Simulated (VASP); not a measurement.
Ta2O5, 14 atoms in the cell. The typed cell holds 14 atoms: a = 3.901 Å, b = 3.901 Å, c = 10.240 Å, α = 86.36°, β = 86.36°, γ = 81.18°.  This cell differs from its parent crystal: the part above a cut slid along it.

| Quantity | Value |
| --- | --- |
| Program | VASP 6.6.1 |
| Task | single point |
| Functional | PBEsol |
| Potentials or basis | VASP PAW PBE potentials, release 64 (Ta_pv, O) |
| Cutoff | 520 eV |
| k mesh | 7 × 7 × 3 |
| Occupations | gaussian, width 0.05 eV |
| Spin | no spin polarisation |
| Dipole correction | no |
| Further INCAR settings | ALGO = Normal; EDIFF = 1e-07; NBANDS = 65 |

Potentials or basis: VASP PAW PBE potentials, release 64 (Ta_pv, O).

Command:

```bash
$ cat potpaw_PBE.64/Ta_pv/POTCAR potpaw_PBE.64/O/POTCAR > POTCAR
$ mpirun -np 1 vasp_std > vasp.out
```

Hardware: 1 thread of Intel(R) Xeon(R) Platinum 8559C (Emerald Rapids), with other jobs on the host.

Task: How long does it take, and how much memory?

Result: Run time: 8.9 min on 1 thread of Intel(R) Xeon(R) Platinum 8559C (Emerald Rapids), on a shared host, peak memory 0.6 GiB. Counts: scf iterations 18, k points 74.
